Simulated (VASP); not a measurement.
Input of a VASP 6.6.1 run:

Contents of INCAR:

```
SYSTEM = GaSbTe4
PREC = Accurate ; ENCUT = 600
EDIFF = 1E-7 ; ISMEAR = 0
SIGMA = 0.1 ; LREAL = .FALSE.
LASPH = .TRUE. ; NELM = 80
ALGO = Normal ; ISIF = 3
LWAVE = .FALSE. ; LCHARG = .FALSE.
GGA = PE ; IBRION = 2
NSW = 90 ; EDIFFG = -0.04
```

KPOINTS

```
regular mesh
0
G
  4 4 2
  0 0 0
```

Contents of POSCAR:

```
GaSbTe4
1.0
    4.3595146800      0.0000000000      0.0000000000
    0.0000000000      4.3595146800      0.0000000000
    0.0000000000      0.0000000000     11.3709752000
Ga Sb Te
1 1 4
Direct
    0.0000000000      0.0000000000      0.0000000000
    0.0000000000      0.0000000000      0.5000000000
    0.5000000000      0.0000000000      0.5000000000
    0.0000000000      0.5000000000      0.5000000000
    0.0000000000      0.0000000000      0.1796219100
    0.0000000000      0.0000000000      0.8203780900
```

Potentials or basis: VASP PAW PBE potentials, release 64 (Ga_d, Sb, Te).

Launch:

```bash
$ cat potpaw_PBE.64/Ga_d/POTCAR potpaw_PBE.64/Sb/POTCAR potpaw_PBE.64/Te/POTCAR > POTCAR
$ mpirun -np 1 vasp_std > vasp.out
```

Task: Predict the relaxed volume.

Result: 62.21 Å³/atom.

Task: What does it give for the band gap on the k mesh?

Result: Zero (bands 21 and 22 overlap by 0.66 eV).

Final structure:
```yaml
crystal:
  lattice:
    - [5.79877, 0.00000, 0.00000]
    - [0.00000, 5.79877, 0.00000]
    - [0.00000, 0.00000, 11.10076]
  atoms:
    - { symbol: Ga, position: [0.00000, 0.00000, 0.00000] }
    - { symbol: Sb, position: [0.00000, 0.00000, 0.50000] }
    - { symbol: Te, position: [0.50000, 0.00000, 0.50000] }
    - { symbol: Te, position: [0.00000, 0.50000, 0.50000] }
    - { symbol: Te, position: [0.00000, 0.00000, 0.22284] }
    - { symbol: Te, position: [0.00000, 0.00000, 0.77716] }
```

Caveat: the k points lie up to 0.28 Å⁻¹ apart in the final cell, too coarse for converged energies and pressures of a metal; the volume moved by over 15 % at a fixed basis, so the end points are rough; spin-orbit coupling is left out, which moves the levels of the heavy elements.
